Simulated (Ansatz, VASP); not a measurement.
# Two plane-wave programs on BaTiO3

```
Ba Ti O
1.0
     4.03404    0.00000    0.00000
     0.00000    4.03404    0.00000
     0.00000    0.00000    3.96614
Ba Ti O
1 1 3
Direct
  0.00000 0.00000 0.00000
  0.50000 0.50000 0.50000
  0.50000 0.50000 0.00000
  0.50000 0.00000 0.50000
  0.00000 0.50000 0.50000
```

Change from the starting cell: epitaxial_xy strain +1.0%.

Alike in both runs: task single point; functional r2SCAN; k mesh 6 × 6 × 6; no spin polarisation.

```csv
,VASP,Ansatz
version,VASP 6.6.1,Ansatz 0.2.0
potentials or method,"VASP PAW PBE potentials, release 64 (Ba_sv, Ti_sv, O)","plane waves, PAW"
plane-wave cutoff (eV),520,500
occupations,"gaussian, width 0.01 eV",fixed
valence electrons in the cell,40,40
```

VASP gave:

* gap on the k mesh at the Fermi level (eV): 2.08
* pressure (GPa): -0.3
* traceless stress, the component that is largest in VASP (GPa): 2.27

Problem. Which values does Ansatz return?

Solution. gap on the k mesh at the Fermi level (eV): 2.11; pressure (GPa): -2.2; traceless stress, the component that is largest in VASP (GPa): 2.19.

VASP's potentials were made for PBE, not for r2SCAN.

Neither program's run includes spin-orbit coupling.
